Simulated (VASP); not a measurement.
A run of VASP 6.6.1 is set up as follows.

File INCAR:

```
SYSTEM = InSb
ALGO = Normal
EDIFF = 1E-6
ENCUT = 520
ISIF = 2
ISMEAR = 0
LASPH = .TRUE.
LCHARG = .FALSE.
LREAL = .FALSE.
LWAVE = .FALSE.
NBANDS = 16
NELM = 60
PREC = Accurate
SIGMA = 0.15
```

The input KPOINTS:

```
k-points
0
G
  16 16 8
  0 0 0
```

The input POSCAR:

```
InSb
1.0
    3.2130386899      0.0000000000      0.0000000000
    0.0000000000      3.2130386899      0.0000000000
    0.0000000000      0.0000000000      5.7111762713
In Sb
1 1
Direct
    0.0000000000      0.0000000000      0.0000000000
    0.0000000000      0.0000000000      0.5000000000
```

Potentials or basis: VASP PAW LDA potentials, release 64 (In_d, Sb).

Run with:

```console
$ cat potpaw_LDA.64/In_d/POTCAR potpaw_LDA.64/Sb/POTCAR > POTCAR
$ mpirun -np 1 vasp_std > vasp.out
```

Q: Estimate the band gap on the k mesh.

A: Zero (bands 9 and 10 overlap by 5.02 eV).

Q: What does it give for the pressure?

A: -2.1 GPa.

Stress tensor (GPa, compression positive):
```
-6.24  0.00  0.00
 0.00 -6.24  0.00
 0.00  0.00  6.03
```

Caveat: spin-orbit coupling is left out, which moves the levels of the heavy elements.
